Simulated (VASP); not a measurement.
# Sn (Fd-3m) in VASP: a series of runs, part 2 of 2

VASP 6.6.1.

### 4 Single point, PBE

The input, INCAR:

```
PREC = Accurate
ENCUT = 520
EDIFF = 1E-7
ISMEAR = 1
SIGMA = 0.01
LREAL = False
LASPH = True
NELM = 100
ALGO = Normal
ISIF = 2
LWAVE = False
LCHARG = False
GGA = PE
NBANDS = 21
```

The input, KPOINTS:

```
regular mesh
0
Gamma
  8 8 8
```

The input, POSCAR:

```
Sn
1.0
    0.0000000000      3.3289000152      3.3289000152
    3.3289000152      0.0000000000      3.3289000152
    3.3289000152      3.3289000152      0.0000000000
Sn
2
Direct
    0.5000000000      0.5000000000      0.5000000000
    0.7500000000      0.7500000000      0.7500000000
```

Potentials or basis: VASP PAW PBE potentials, release 64 (Sn_d).

Run with:

```
$ cat potpaw_PBE.64/Sn_d/POTCAR > POTCAR
$ mpirun -np 1 vasp_std > vasp.out
```

OUTCAR:

```text
PREC = Accurate
   ENCUT = 520
   EDIFF = 1E-7
   ISMEAR = 1
   LREAL = False
   LASPH = True
   NELM = 100
   ISIF = 2
   GGA = PE

 ion  position               nearest neighbor table
   1  0.500  0.500  0.500-   2 2.88   2 2.88   2 2.88   2 2.88
   2  0.750  0.750  0.750-   1 2.88   1 2.88   1 2.88   1 2.88

  LATTYP: Found a face centered cubic cell.
 ALAT       =     6.6578000304

  Lattice vectors:

 A1 = (   0.0000000000,   3.3289000152,   3.3289000152)
 A2 = (   3.3289000152,   0.0000000000,   3.3289000152)
 A3 = (   3.3289000152,   3.3289000152,   0.0000000000)

Analysis of symmetry for initial positions (statically):
=====================================================================
 Subroutine PRICEL returns:
 Original cell was already a primitive cell.

 Routine SETGRP: Setting up the symmetry group for a
 face centered cubic supercell.

 Subroutine GETGRP returns: Found 48 space group operations
 (whereof 24 operations were pure point group operations)
 out of a pool of 48 trial point group operations.

The static configuration has the point symmetry T_d .
 The point group associated with its full space group is O_h .

Analysis of symmetry for dynamics (positions and initial velocities):
=====================================================================
 Subroutine PRICEL returns:
 Original cell was already a primitive cell.

 Routine SETGRP: Setting up the symmetry group for a
 face centered cubic supercell.

 Subroutine GETGRP returns: Found 48 space group operations
 (whereof 24 operations were pure point group operations)
 out of a pool of 48 trial point group operations.

The dynamic configuration has the point symmetry T_d .
 The point group associated with its full space group is O_h .

 Subroutine INISYM returns: Found 48 space group operations
[... 110 lines left out ...]
   EMIN   =  10.00;   EMAX   =-10.00  energy-range for DOS
   EFERMI =   0.00;   METHOD = LEGACY
   ISMEAR =     1;   SIGMA  =   0.01  broadening in eV -4-tet -1-fermi 0-gaus
   EFERMI_NEDOS =   21; number of points for ismear=-14 and -15
   IALGO  =     38    algorithm
   IMIX   =      4    mixing-type and parameters
     AMIX     =   0.40;   BMIX     =  1.00
     AMIX_MAG =   1.60;   BMIX_MAG =  1.00
  volume/ion in A,a.u.               =      36.89       248.94
  Fermi-wavevector in a.u.,A,eV,Ry     =   1.185269  2.239833 19.114301  1.404862
  Thomas-Fermi vector in A             =   2.321466
   LORBIT       =      0    0 simple, 1 ext, 2 COOP (PROOUT), +10 PAW based schemes
   GGA     = PE    functional components
   LHFCALC =     F    Hartree Fock is set to
   AEXX    =    0.0000 exact exchange contribution
   IVDW    =     0    specifies the selected vdW correction
   LEPSILON=     F    determine dielectric tensor
   LRPA    =     F    only Hartree local field effects (RPA)
 non-spin polarized calculation
 Methfessel and Paxton  Order N= 1 SIGMA  =   0.01
  energy-cutoff  :      520.00
  volume of cell :       73.78
 maximum number of plane-waves:      2012
   NGX = 17   NGY = 17   NGZ = 17

 number of electron      28.0000008 magnetization

 Free energy of the ion-electron system (eV)
  ---------------------------------------------------
  ext. energy  EPLUGINS =         0.00000000
  ---------------------------------------------------
  free energy    TOTEN  =        -7.68369337 eV

  energy without entropy =       -7.68368962  energy(sigma->0) =       -7.68369212

 E-fermi :   4.7176     XC(G=0):  -8.5409

 val. band max:        4.6994352359   @ k =   0.1250   0.0000   0.0000
 cond. band min:       4.7182912166   @ k =   0.5000   0.0000   0.0000
 fundamental gap:      0.0188559807
 Fermi energy:         4.7176451796

 k-point     1 :       0.0000    0.0000    0.0000
  band No.  band energies     occupation
      1     -16.6847      2.00000
      2     -16.6847      2.00000
      3     -16.6847      2.00000
      4     -16.6352      2.00000
      5     -16.6352      2.00000
      6     -16.3836      2.00000
[... 565 lines left out ...]
     20      13.2851      0.00000
     21      13.6537      0.00000

 [... further k-points ...]

------------------------ aborting loop because EDIFF is reached ----------------------------------------

  FORCE on cell =-STRESS in cart. coord.  units (eV):
  Direction    XX          YY          ZZ          XY          YZ          ZX
  --------------------------------------------------------------------------------------
  -------------------------------------------------------------------------------------
  Total       -0.0604653     -0.0604653     -0.0604653      0.0000000      0.0000000     -0.0000000
  in kB       -1.3130608     -1.3130608     -1.3130608      0.0000000      0.0000000     -0.0000000
  external PRESSURE =      -1.3130608 kB  Pullay stress =       0.0000000 kB

 VOLUME and BASIS-vectors are now :
 -----------------------------------------------------------------------------
  energy-cutoff  :      520.00
  volume of cell :       73.78
      direct lattice vectors                 reciprocal lattice vectors
     0.000000000  3.328900015  3.328900015    -0.150199765  0.150199765  0.150199765
     3.328900015  0.000000000  3.328900015     0.150199765 -0.150199765  0.150199765
     3.328900015  3.328900015  0.000000000     0.150199765  0.150199765 -0.150199765

 POSITION                                       TOTAL-FORCE (eV/Angst)
 -----------------------------------------------------------------------------------
      3.32890      3.32890      3.32890         0.000000      0.000000      0.000000
      4.99335      4.99335      4.99335        -0.000000     -0.000000     -0.000000
 -----------------------------------------------------------------------------------
    total drift:                                0.000000      0.000000      0.000000

  FREE ENERGIE OF THE ION-ELECTRON SYSTEM (eV)
  ---------------------------------------------------
  free  energy   TOTEN  =        -7.6836933650 eV

  energy  without entropy=       -7.6836896215  energy(sigma->0) =       -7.68369212
```

OSZICAR:

```text
N       E                     dE             d eps       ncg     rms          rms(c)
DAV:   1     0.226054094303E+03    0.22605E+03   -0.14906E+04  1238   0.188E+03
DAV:   2     0.175366091008E+02   -0.20852E+03   -0.20425E+03  1223   0.441E+02
DAV:   3    -0.691885313893E+01   -0.24455E+02   -0.24310E+02  1433   0.140E+02
DAV:   4    -0.770058146661E+01   -0.78173E+00   -0.78150E+00  1373   0.280E+01
DAV:   5    -0.772770808505E+01   -0.27127E-01   -0.27126E-01  1775   0.511E+00    0.287E+00
DAV:   6    -0.769619449430E+01    0.31514E-01   -0.23953E-02  1635   0.194E+00    0.170E+00
DAV:   7    -0.768148750017E+01    0.14707E-01   -0.39648E-02  1338   0.212E+00    0.160E-01
DAV:   8    -0.768323423675E+01   -0.17467E-02   -0.58176E-03  1348   0.889E-01    0.468E-02
DAV:   9    -0.768366966363E+01   -0.43543E-03   -0.60511E-04  1397   0.199E-01    0.206E-02
DAV:  10    -0.768368829494E+01   -0.18631E-04   -0.41877E-05  1566   0.435E-02    0.640E-03
DAV:  11    -0.768369326872E+01   -0.49738E-05   -0.72429E-06  1303   0.230E-02    0.170E-03
DAV:  12    -0.768369336502E+01   -0.96300E-07   -0.26473E-07  1222   0.599E-03
   1 F= -.76836934E+01 E0= -.76836921E+01  d E =-.374353E-05
```

stdout:

```text
POSCAR found type information on POSCAR Sn
 POSCAR found :  1 types and       2 ions
 scaLAPACK will be used
 LDA part: xc-table for (Slater+PW92), standard interpolation
 POSCAR, INCAR and KPOINTS ok, starting setup
 FFT: planning ... GRIDC
 FFT: planning ... GRID_SOFT
 FFT: planning ... GRID
 WAVECAR not read
 entering main loop
```

It took 64 s on 1 thread of AMD EPYC 7R13, shared host; peak memory 0.18 GiB.

What came out:

- Free energy: -7.6837 eV
- Pressure: -0.1 GPa
- Band gap on the k mesh: zero (band 14 reaches 4.95 eV, above the bottom of band 15 at 4.72 eV)

Levels at points of the mesh, in eV from the Fermi level:
```
           k point  band 10  band 11  band 12  band 13  band 14  band 15  band 16  band 17  band 18  band 19
(0.00, 0.00, 0.00)   -21.10    -9.97    -1.01     0.23     0.23     0.23     2.29     2.29     2.29     5.11
(0.50, 0.00, 0.00)   -21.06    -8.49    -5.88    -0.86    -0.86     0.00     3.34     3.34     5.84     8.34
(0.50, 0.50, 0.00)   -21.04    -7.12    -7.12    -2.07    -2.07     1.05     1.05     7.39     7.39     8.91
```

Caveat: spin-orbit coupling is left out, which moves the levels of the heavy elements.

### 5 Single point, PBE

The input, INCAR:

```
SYSTEM = Sn
  PREC = Accurate
  ENCUT = 520
  EDIFF = 1E-6
  ISMEAR = 1
  SIGMA = 0.03
  LREAL = .FALSE.
  LASPH = .TRUE.
  NELM = 100
  ALGO = Normal
  ISIF = 2
  LWAVE = .FALSE.
  LCHARG = .FALSE.
  GGA = PE
  NBANDS = 21
```

The input, KPOINTS:

```
Automatic mesh
0
G
  8 8 8
  0 0 0
```

POSCAR is that of step 4.

Run with:

```
$ cat potpaw_PBE.64/Sn_d/POTCAR > POTCAR
$ mpirun -np 1 vasp_std > vasp.out
```

It took 76 s on 1 thread of AMD EPYC 7R13, shared host; peak memory 0.18 GiB.

Results (log left out):

```yaml
Free_energy: -7.6837 eV
Pressure: -0.1 GPa
Band_gap_on_the_k_mesh: zero (band 14 reaches 4.95 eV, above the bottom of band 15 at 4.72 eV)
```

Levels at points of the mesh, in eV from the Fermi level:
```csv
k point,band 12,band 13,band 14,band 15,band 16,band 17
"(0.00, 0.00, 0.00)",-1.02,0.23,0.23,0.23,2.29,2.29
"(0.50, 0.00, 0.00)",-5.89,-0.86,-0.86,0.00,3.34,3.34
"(0.50, 0.50, 0.00)",-7.12,-2.08,-2.08,1.04,1.04,7.39
```

Caveat: spin-orbit coupling is left out, which moves the levels of the heavy elements.

### 6 Summary

| smearing | gap on the mesh (eV) | pressure (GPa) |
| --- | --- | --- |
| gaussian 0.6 eV | none | 0.1 |
| gaussian 1 eV | none | 0.6 |
| methfessel-paxton 0.01 eV | none | -0.1 |
| methfessel-paxton 0.03 eV | none | -0.1 |

Alike in all rows: task single point; level PBE; potentials or basis VASP PAW PBE potentials, release 64 (Sn_d); no spin polarisation; cell as given; k mesh 8 × 8 × 8; cutoff (eV) 520.

Every run on the cell as given and a fine mesh finds a metal.

Caveats: spin-orbit coupling is left out, which moves the levels of the heavy elements.

Total energies depend on the potentials used, so only differences within one code and one set of settings carry meaning.
